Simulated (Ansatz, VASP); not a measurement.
# One calculation of Te, two programs

```xyz
3
Lattice="5.5413 0.0000 0.0000 -2.7707 4.7989 0.0000 0.0000 0.0000 3.2749" Properties=species:S:1:pos:R:3 pbc="T T T"
Te    0.0000    0.0000    0.0000
Te    0.0000    3.1993    1.6375
Te    2.7707    1.5996    1.6375
```

Alike in both runs: functional PBE; k mesh 7 × 7 × 9; occupations fermi-dirac, width 0.1 eV; no spin polarisation.

Ansatz relaxed the structure, and its values are those at the end. VASP's run is a single point on that final structure, the one shown.

|  | VASP | Ansatz |
| --- | --- | --- |
| version | VASP 6.6.1 | Ansatz 0.2.0 |
| potentials or method | VASP PAW PBE potentials, release 64 (Te) | PAW with Ansatz's default frozen-core files, scalar-relativistic |
| plane-wave cutoff (eV) | 520 | 420 |
| valence electrons in the cell | 18 | 48 |

|  | VASP | Ansatz | Ansatz less VASP |
| --- | --- | --- | --- |
| pressure (GPa) | -0.1 | 0.0 | +0.08 |

VASP's potentials hold 18 valence electrons a cell and Ansatz's 48, so a difference there can come from the potentials and not from the codes.

Neither program's run includes spin-orbit coupling.
